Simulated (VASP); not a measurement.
# CoO (P3m1) in VASP: further runs

Runs on CoO. Level: PBEsol+U. Tasks: single point.

Program: VASP 6.6.1. These are calculated values, not measurements. Logs are shortened: lines on timing, memory, paths and dates and some standing lists are left out, and cuts for length are marked.

### Step 1. The cell of the first run

The typed cell holds 4 atoms: a = 3.198 Å, b = 3.198 Å, c = 5.229 Å, α = 90.00°, β = 90.00°, γ = 120.00°.

### Step 2. Single point, PBEsol+U, collinear spin, ferromagnetic start

Contents of INCAR:

```
PREC = Accurate
ENCUT = 520
EDIFF = 1E-7
ISMEAR = 1
SIGMA = 0.0774
LREAL = False
LASPH = True
NELM = 150
ALGO = Normal
ISIF = 2
LWAVE = False
LCHARG = False
ISPIN = 2
MAGMOM = 2.5 2.5 0 0
LORBIT = 11
LMAXMIX = 4
LDAU = True
LDAUTYPE = 1
LDAUL = 2 -1
LDAUU = 4.4 0
LDAUJ = 0.9 0
LDAUPRINT = 1
GGA = PS
NBANDS = 27
```

Contents of KPOINTS:

```
regular mesh
0
Gamma
  7 7 4
```

Contents of POSCAR:

```
CoO
1.0
    3.1976460000      0.0000000000      0.0000000000
   -1.5988230000      2.7692420000      0.0000000000
    0.0000000000      0.0000000000      5.2287100000
Co O
2 2
Direct
    0.0000000000      0.0000000000      0.0034740000
    0.3333333333      0.6666666667      0.5033620000
    0.0000000000      0.0000000000      0.3716090000
    0.3333333333      0.6666666667      0.8715560000
```

Potentials or basis: VASP PAW PBE potentials, release 64 (Co, O).

The run is started by

```sh
> cat potpaw_PBE.64/Co/POTCAR potpaw_PBE.64/O/POTCAR > POTCAR
> mpirun -np 1 vasp_std > vasp.out
```

OUTCAR:

```text
PREC = Accurate
   ENCUT = 520
   EDIFF = 1E-7
   ISMEAR = 1
   LREAL = False
   LASPH = True
   NELM = 150
   ISIF = 2
   ISPIN = 2
   LORBIT = 11
   GGA = PS

 ion  position               nearest neighbor table
   1  0.000  0.000  0.003-   3 1.92   4 1.97   4 1.97   4 1.97
   2  0.333  0.667  0.503-   4 1.93   3 1.97   3 1.97   3 1.97
   3  0.000  0.000  0.372-   1 1.92   2 1.97   2 1.97   2 1.97
   4  0.333  0.667  0.872-   2 1.93   1 1.97   1 1.97   1 1.97

  LATTYP: Found a hexagonal cell.
 ALAT       =     3.1976460000
 C/A-ratio  =     1.6351747504

  Lattice vectors:

 A1 = (   3.1976460000,   0.0000000000,   0.0000000000)
 A2 = (  -1.5988230000,   2.7692420000,   0.0000000000)
 A3 = (   0.0000000000,   0.0000000000,   5.2287100000)

Analysis of symmetry for initial positions (statically):
=====================================================================
 Subroutine PRICEL returns:
 Original cell was already a primitive cell.

 Routine SETGRP: Setting up the symmetry group for a
 hexagonal supercell.

 Subroutine GETGRP returns: Found  6 space group operations
 (whereof  6 operations were pure point group operations)
 out of a pool of 24 trial point group operations.

The static configuration has the point symmetry C_3v.

Analysis of symmetry for dynamics (positions and initial velocities):
=====================================================================
 Subroutine PRICEL returns:
 Original cell was already a primitive cell.

 Routine SETGRP: Setting up the symmetry group for a
 hexagonal supercell.

 Subroutine GETGRP returns: Found  6 space group operations
 (whereof  6 operations were pure point group operations)
[... 214 lines left out ...]

 occupancies and eigenvectors

  o =  0.1193  v =  0.0000  0.0000  0.0000  0.0000  0.0000  0.0000  0.5869 -0.0000 -0.0000 -0.8097      0.0000  0.0000  0.0000  0.0000  0.0000  0.0000  0.0000  0.0000  0.0000  0.0000
  o =  0.1193  v =  0.0000  0.0000  0.0000  0.0000  0.0000  0.8097 -0.0000  0.0000 -0.5869  0.0000      0.0000  0.0000  0.0000  0.0000  0.0000  0.0000  0.0000  0.0000  0.0000  0.0000
  o =  0.1281  v =  0.0000  0.0000  0.0000  0.0000  0.0000 -0.0000 -0.0000 -1.0000  0.0000  0.0000      0.0000  0.0000  0.0000  0.0000  0.0000  0.0000  0.0000  0.0000  0.0000  0.0000
  o =  0.9566  v =  0.0000  0.0000  0.0000  0.0000  0.0000 -0.0000  0.8097 -0.0000 -0.0000  0.5869      0.0000  0.0000  0.0000  0.0000  0.0000  0.0000  0.0000  0.0000  0.0000  0.0000
  o =  0.9566  v =  0.0000  0.0000  0.0000  0.0000  0.0000 -0.5869 -0.0000  0.0000 -0.8097 -0.0000      0.0000  0.0000  0.0000  0.0000  0.0000  0.0000  0.0000  0.0000  0.0000  0.0000
  o =  0.9690  v =  0.0000 -0.7881 -0.0000 -0.0000 -0.6156  0.0000  0.0000  0.0000  0.0000  0.0000      0.0000  0.0000  0.0000  0.0000  0.0000  0.0000  0.0000  0.0000  0.0000  0.0000
  o =  0.9690  v = -0.6156  0.0000  0.0000 -0.7881  0.0000  0.0000  0.0000  0.0000  0.0000  0.0000      0.0000  0.0000  0.0000  0.0000  0.0000  0.0000  0.0000  0.0000  0.0000  0.0000
  o =  0.9942  v =  0.0000 -0.6156  0.0001  0.0000  0.7881  0.0000  0.0000  0.0000  0.0000  0.0000      0.0000  0.0000  0.0000  0.0000  0.0000  0.0000  0.0000  0.0000  0.0000  0.0000
  o =  0.9942  v = -0.7881 -0.0000 -0.0000  0.6156 -0.0000  0.0000  0.0000  0.0000  0.0000  0.0000      0.0000  0.0000  0.0000  0.0000  0.0000  0.0000  0.0000  0.0000  0.0000  0.0000
  o =  0.9970  v =  0.0000 -0.0000 -1.0000 -0.0000  0.0001  0.0000  0.0000  0.0000  0.0000  0.0000      0.0000  0.0000  0.0000  0.0000  0.0000  0.0000  0.0000  0.0000  0.0000  0.0000

 number of electron      30.0000008 magnetization       6.0000217

 Free energy of the ion-electron system (eV)
  ---------------------------------------------------
  ext. energy  EPLUGINS =         0.00000000
  ---------------------------------------------------
  free energy    TOTEN  =       -26.25854654 eV

  energy without entropy =      -26.25869274  energy(sigma->0) =      -26.25859528

 E-fermi :   5.2923     XC(G=0): -11.2953

 val. band max:        5.2526935178   @ k =   0.0000   0.0000   0.0000
 cond. band min:       5.9398010142   @ k =   0.0000   0.0000   0.0000
 fundamental gap:      0.6871074964
 Fermi energy:         5.2923359856

 spin component 1

 k-point     1 :       0.0000    0.0000    0.0000
  band No.  band energies     occupation
      1     -13.6143      1.00000
      2     -13.0112      1.00000
      3      -1.4735      1.00000
      4      -1.2984      1.00000
      5      -1.2984      1.00000
      6      -1.0430      1.00000
[... 1433 lines left out ...]
     26      20.1339      0.00000
     27      21.9516      0.00000

 [... further k-points ...]
[... 5 lines left out ...]
  --------------------------------------------------------------------------------------
  -------------------------------------------------------------------------------------
  Total        0.6433485      0.6433482      1.3603198      0.0000000      0.0000000      0.0000000
  in kB       22.2623518     22.2623410     47.0723371      0.0000000      0.0000000      0.0000000
  external PRESSURE =      30.5323433 kB  Pullay stress =       0.0000000 kB

 VOLUME and BASIS-vectors are now :
 -----------------------------------------------------------------------------
  energy-cutoff  :      520.00
  volume of cell :       46.30
      direct lattice vectors                 reciprocal lattice vectors
     3.197646000  0.000000000  0.000000000     0.312730052  0.180554823  0.000000000
    -1.598823000  2.769242000  0.000000000     0.000000000  0.361109647  0.000000000
     0.000000000  0.000000000  5.228710000     0.000000000  0.000000000  0.191251762

 POSITION                                       TOTAL-FORCE (eV/Angst)
 -----------------------------------------------------------------------------------
      0.00000      0.00000      0.01816         0.000000      0.000000     -0.485040
     -0.00000      1.84616      2.63193        -0.000000      0.000000     -0.474441
      0.00000      0.00000      1.94304        -0.000000     -0.000000      0.478541
     -0.00000      1.84616      4.55711         0.000000     -0.000000      0.480940
 -----------------------------------------------------------------------------------
    total drift:                               -0.000000     -0.000001     -0.000965

  FREE ENERGIE OF THE ION-ELECTRON SYSTEM (eV)
  ---------------------------------------------------
  free  energy   TOTEN  =       -26.2585465412 eV

  energy  without entropy=      -26.2586927437  energy(sigma->0) =      -26.25859528

 total charge

# of ion       s       p       d       tot
------------------------------------------
    1        0.365   0.457   7.176   7.997
    2        0.365   0.457   7.176   7.997
    3        1.541   3.475   0.000   5.016
    4        1.541   3.475   0.000   5.016
--------------------------------------------------
tot          3.812   7.864  14.351  26.027

 magnetization (x)

# of ion       s       p       d       tot
------------------------------------------
    1        0.020   0.054   2.641   2.715
    2        0.020   0.054   2.641   2.715
    3        0.014   0.161   0.000   0.175
    4        0.014   0.161   0.000   0.175
--------------------------------------------------
tot          0.067   0.430   5.283   5.780
```

OSZICAR:

```text
N       E                     dE             d eps       ncg     rms          rms(c)
DAV:   1     0.255017908741E+03    0.25502E+03   -0.13431E+04  3040   0.128E+03
DAV:   2     0.359315399780E+00   -0.25466E+03   -0.22702E+03  3129   0.308E+02
DAV:   3    -0.280045785354E+02   -0.28364E+02   -0.27408E+02  3318   0.119E+02
[... 10 lines left out ...]
DAV:  14    -0.262585231878E+02   -0.23338E-03   -0.73497E-04  3871   0.268E-01    0.637E-02
DAV:  15    -0.262585247174E+02   -0.15296E-05   -0.81582E-05  3596   0.151E-01    0.237E-02
DAV:  16    -0.262585449960E+02   -0.20279E-04   -0.23947E-05  3693   0.885E-02    0.734E-03
DAV:  17    -0.262585463378E+02   -0.13418E-05   -0.47279E-06  4168   0.269E-02    0.294E-03
DAV:  18    -0.262585465360E+02   -0.19826E-06   -0.11275E-06  3687   0.901E-03    0.293E-03
DAV:  19    -0.262585465412E+02   -0.51468E-08   -0.10960E-07  2547   0.408E-03
   1 F= -.26258547E+02 E0= -.26258595E+02  d E =0.146203E-03  mag=     6.0000
```

stdout:

```text
POSCAR found type information on POSCAR CoO
 POSCAR found :  2 types and       4 ions
 scaLAPACK will be used
 -----------------------------------------------------------------------------
|                                                                             |
|                                                                             |
|     You enforced a specific xc type in the INCAR file but a different       |
|     I HOPE YOU KNOW WHAT YOU ARE DOING!                                     |
|                                                                             |
 -----------------------------------------------------------------------------

 LDA part: xc-table for (Slater+PW92), standard interpolation
 POSCAR, INCAR and KPOINTS ok, starting setup
 FFT: planning ... GRIDC
 FFT: planning ... GRID_SOFT
 FFT: planning ... GRID
 WAVECAR not read
 entering main loop
```

Run time: 3.1 min. Hardware: 1 thread of AMD EPYC 7R13, shared host; peak memory 0.17 GiB.

Results:

| Property | Result |
| --- | --- |
| Free energy | -26.2585 eV |
| Pressure | 3.1 GPa |
| Largest force | 0.485 eV/Å |
| Band gap on the k mesh | 0.69 eV, direct |
| Net moment | 6.00 μB per cell |
| Site moments | Co +2.71; O +0.17 μB |
| Valence electrons inside the program's atomic spheres | Co 8.00; O 5.02 |

Forces in eV/Å, atoms in the order of the input:
```
Co   0.000  0.000 -0.485
Co   0.000  0.000 -0.474
O    0.000  0.000  0.479
O    0.000  0.000  0.481
```

Levels at points of the mesh, in eV from the valence-band top:
Spin up:
| k point | band 15 | band 16 | band 17 | band 18 | band 19 | band 20 | band 21 | band 22 |
| --- | --- | --- | --- | --- | --- | --- | --- | --- |
| (0.00, 0.00, 0.00) | -0.74 | -0.07 | 0.00 | 0.00 | 0.69 | 5.91 | 7.56 | 13.83 |
| (0.00, 0.00, 0.50) | -0.40 | -0.40 | -0.40 | -0.40 | 3.27 | 3.27 | 10.39 | 10.39 |
Spin down:
```tsv
k point	band 10	band 11	band 12	band 13	band 14	band 15
(0.00, 0.00, 0.00)	-2.15	-1.14	-1.14	1.38	2.31	3.52
(0.00, 0.00, 0.50)	-1.56	-1.56	-1.56	2.92	2.93	4.04
```

Eigenvalues of the final occupation matrices:
```tsv
site	spin	trace	eigenvalues
site 1 d	1	4.92	0.97 0.97 0.99 0.99 1.00
site 1 d	2	2.28	0.12 0.12 0.13 0.96 0.96
site 2 d	1	4.92	0.97 0.97 0.99 0.99 1.00
site 2 d	2	2.28	0.12 0.12 0.13 0.96 0.96
```

Caveat: the PAW data sets were made with another functional, which shifts forces and pressure a little. The state reached can hang on the start; a lower one may exist.

### Step 3. Single point, PBEsol+U, collinear spin, antiferromagnetic start

Contents of INCAR:

```
PREC     = Accurate       # precision mode
ENCUT    = 520            # plane-wave cutoff, eV
EDIFF    = 1E-6           # SCF threshold, eV
ISMEAR   = 1              # smearing method
SIGMA    = 0.1            # smearing width, eV
LREAL    = F              # projectors in reciprocal space
LASPH    = T              # aspherical terms in the spheres
NELM     = 150            # most SCF steps
ALGO     = Normal         # electronic algorithm
ISIF     = 2              # what is computed and relaxed
LWAVE    = F              # write WAVECAR
LCHARG   = F              # write CHGCAR
ISPIN    = 2              # spin polarisation
MAGMOM   = 2.5 -2.5 0 0   # initial moments
LORBIT   = 11             # projections on sites
LMAXMIX  = 4              # l up to which the mixer works
LDAU     = T              # DFT+U
LDAUTYPE = 1            
LDAUL    = 2 -1           # shell
LDAUU    = 4.4 0          # U, eV
LDAUJ    = 0.9 0        
LDAUPRINT= 1            
GGA      = PS             # functional
NBANDS   = 27             # bands
```

KPOINTS is that of step 2.

POSCAR is that of step 2.

Potentials or basis: VASP PAW PBE potentials, release 64 (Co, O).

The run is started by

```sh
> cat potpaw_PBE.64/Co/POTCAR potpaw_PBE.64/O/POTCAR > POTCAR
> mpirun -np 1 vasp_std > vasp.out
```

OUTCAR:

```text
PREC = Accurate
   ENCUT = 520
   EDIFF = 1E-6
   ISMEAR = 1
   LREAL = F
   LASPH = T
   NELM = 150
   ISIF = 2
   ISPIN = 2
   LORBIT = 11
   GGA = PS

 ion  position               nearest neighbor table
   1  0.000  0.000  0.003-   3 1.92   4 1.97   4 1.97   4 1.97
   2  0.333  0.667  0.503-   4 1.93   3 1.97   3 1.97   3 1.97
   3  0.000  0.000  0.372-   1 1.92   2 1.97   2 1.97   2 1.97
   4  0.333  0.667  0.872-   2 1.93   1 1.97   1 1.97   1 1.97

  LATTYP: Found a hexagonal cell.
 ALAT       =     3.1976460000
 C/A-ratio  =     1.6351747504

  Lattice vectors:

 A1 = (   3.1976460000,   0.0000000000,   0.0000000000)
 A2 = (  -1.5988230000,   2.7692420000,   0.0000000000)
 A3 = (   0.0000000000,   0.0000000000,   5.2287100000)

Analysis of symmetry for initial positions (statically):
=====================================================================
[... 275 lines left out ...]
      3      -1.0017      1.00000
      4      -1.0017      1.00000
      5      -0.9660      1.00000
      6      -0.4044      1.00000
[... 1433 lines left out ...]
     26      20.0320      0.00000
     27      21.4123      0.00000

 [... further k-points ...]
[... 5 lines left out ...]
  --------------------------------------------------------------------------------------
  -------------------------------------------------------------------------------------
  Total        0.4317538      0.4317536      0.4436524      0.0000000     -0.0000000      0.0000000
  in kB       14.9403531     14.9403459     15.3520917      0.0000000     -0.0000000      0.0000000
  external PRESSURE =      15.0775969 kB  Pullay stress =       0.0000000 kB

 VOLUME and BASIS-vectors are now :
 -----------------------------------------------------------------------------
  energy-cutoff  :      520.00
  volume of cell :       46.30
      direct lattice vectors                 reciprocal lattice vectors
     3.197646000  0.000000000  0.000000000     0.312730052  0.180554823  0.000000000
    -1.598823000  2.769242000  0.000000000     0.000000000  0.361109647  0.000000000
     0.000000000  0.000000000  5.228710000     0.000000000  0.000000000  0.191251762

 POSITION                                       TOTAL-FORCE (eV/Angst)
 -----------------------------------------------------------------------------------
      0.00000      0.00000      0.01816        -0.000000     -0.000000     -0.196029
     -0.00000      1.84616      2.63193         0.000000      0.000000     -0.186147
      0.00000      0.00000      1.94304         0.000000     -0.000000      0.189996
     -0.00000      1.84616      4.55711        -0.000000     -0.000000      0.192181
 -----------------------------------------------------------------------------------
    total drift:                               -0.000000     -0.000001      0.000130

  FREE ENERGIE OF THE ION-ELECTRON SYSTEM (eV)
  ---------------------------------------------------
  free  energy   TOTEN  =       -26.3672839073 eV

  energy  without entropy=      -26.3678132539  energy(sigma->0) =      -26.36746036

 total charge

# of ion       s       p       d       tot
------------------------------------------
    1        0.363   0.455   7.186   8.003
    2        0.363   0.455   7.186   8.003
    3        1.541   3.470   0.000   5.011
    4        1.541   3.470   0.000   5.011
--------------------------------------------------
tot          3.808   7.850  14.372  26.029

 magnetization (x)

# of ion       s       p       d       tot
------------------------------------------
    1        0.014   0.044   2.585   2.642
    2       -0.014  -0.044  -2.585  -2.642
    3       -0.007  -0.079   0.000  -0.086
    4        0.007   0.079   0.000   0.086
--------------------------------------------------
tot         -0.000   0.000  -0.000  -0.000
```

OSZICAR:

```text
N       E                     dE             d eps       ncg     rms          rms(c)
DAV:   1     0.254181391735E+03    0.25418E+03   -0.13513E+04  3048   0.130E+03
DAV:   2     0.960005625860E+00   -0.25322E+03   -0.22609E+03  3112   0.309E+02
DAV:   3    -0.275742762479E+02   -0.28534E+02   -0.27302E+02  3399   0.119E+02
DAV:   4    -0.282179767259E+02   -0.64370E+00   -0.64136E+00  3366   0.185E+01
DAV:   5    -0.282370835331E+02   -0.19107E-01   -0.19104E-01  4074   0.298E+00    0.243E+01
DAV:   6    -0.263361329103E+02    0.19010E+01   -0.40695E+01  4224   0.980E+01    0.288E+01
DAV:   7    -0.251681162211E+02    0.11680E+01   -0.10437E+01  3305   0.648E+01    0.127E+01
DAV:   8    -0.260830198681E+02   -0.91490E+00   -0.20747E+00  4388   0.166E+01    0.817E+00
DAV:   9    -0.262469217144E+02   -0.16390E+00   -0.46169E-01  4761   0.978E+00    0.156E+00
DAV:  10    -0.263569829905E+02   -0.11006E+00   -0.19029E-01  4256   0.921E+00    0.796E-01
DAV:  11    -0.263642177487E+02   -0.72348E-02   -0.45646E-02  4344   0.348E+00    0.487E-01
DAV:  12    -0.263670845876E+02   -0.28668E-02   -0.56032E-03  4118   0.134E+00    0.187E-01
DAV:  13    -0.263671954498E+02   -0.11086E-03   -0.81604E-04  3836   0.398E-01    0.958E-02
DAV:  14    -0.263672597994E+02   -0.64350E-04   -0.29917E-04  4126   0.282E-01    0.484E-02
DAV:  15    -0.263672789585E+02   -0.19159E-04   -0.60960E-05  3781   0.730E-02    0.201E-02
DAV:  16    -0.263672839926E+02   -0.50342E-05   -0.20775E-05  3484   0.754E-02    0.826E-03
DAV:  17    -0.263672839073E+02    0.85302E-07   -0.37421E-06  3198   0.217E-02
   1 F= -.26367284E+02 E0= -.26367460E+02  d E =0.529347E-03  mag=     0.0000
```

Run time: 2.9 min. Hardware: 1 thread of AMD EPYC 7R13, shared host; peak memory 0.17 GiB.

Results:

- Free energy: -26.3673 eV
- Pressure: 1.5 GPa
- Largest force: 0.196 eV/Å
- Band gap on the k mesh: 1.24 eV, indirect (least direct gap 1.32 eV)
- Net moment: 0.00 μB per cell
- Site moments: Co +2.64, -2.64; O -0.09, +0.09 μB
- Valence electrons inside the program's atomic spheres: Co 8.00; O 5.01

Forces on the atoms (eV/Å):
```
Co   0.000  0.000 -0.196
Co   0.000  0.000 -0.186
O    0.000  0.000  0.190
O    0.000  0.000  0.192
```

Eigenvalues of the final occupation matrices:
```tsv
site	spin	trace	eigenvalues
site 1 d	1	4.90	0.96 0.96 0.99 0.99 0.99
site 1 d	2	2.31	0.12 0.12 0.14 0.96 0.96
site 2 d	1	2.31	0.12 0.12 0.14 0.96 0.96
site 2 d	2	4.90	0.96 0.96 0.99 0.99 0.99
```

Caveat: the PAW data sets were made with another functional, which shifts forces and pressure a little.
